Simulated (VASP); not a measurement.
Set up this calculation in VASP 6.6.1, as the native input.

```
Task                   : single point
Functional             : PBE
Potentials or basis    : VASP PAW PBE potentials, release 64 (I)
Cutoff                 : 520 eV
k mesh                 : 15 × 15 × 8
Occupations            : fermi-dirac, width 0.05 eV
Spin                   : no spin polarisation
Dipole correction      : no
Further INCAR settings : ALGO = Normal; EDIFF = 1e-07; NBANDS = 14
```

The structure of I lies in POSCAR:

```
I
1.0
    4.2539388363      0.0000000000      0.0000000000
   -2.1269694182      3.6840190984      0.0000000000
    0.0000000000      0.0000000000      4.8500964084
I
2
Direct
    0.3333333333      0.6666666667      0.2500000000
    0.6666666667      0.3333333333      0.7500000000
```

This cell differs from its parent crystal: volume scaled by 0.98.

These files were run (other wordings do the same):

INCAR

```
PREC = Accurate
ENCUT = 520
EDIFF = 1E-7
ISMEAR = -1
SIGMA = 0.05
LREAL = False
LASPH = True
NELM = 100
ALGO = Normal
ISIF = 2
LWAVE = False
LCHARG = False
GGA = PE
NBANDS = 14
```

KPOINTS

```
regular mesh
0
Gamma
  15 15 8
```

Potentials or basis: VASP PAW PBE potentials, release 64 (I).

Launch:

```console
$ cat potpaw_PBE.64/I/POTCAR > POTCAR
$ mpirun -np 1 vasp_std > vasp.out
```

Results of the run:

```yaml
Pressure: 0.5 GPa
Band_gap_on_the_k_mesh: zero (band 7 reaches 4.85 eV, above the bottom of band 8 at 2.90 eV)
```

Caveat: spin-orbit coupling is left out, which moves the levels of the heavy elements.

It took 35 s on 1 thread of Intel(R) Xeon(R) 6975P-C (Granite Rapids), with other jobs on the host, peak memory 0.25 GiB.
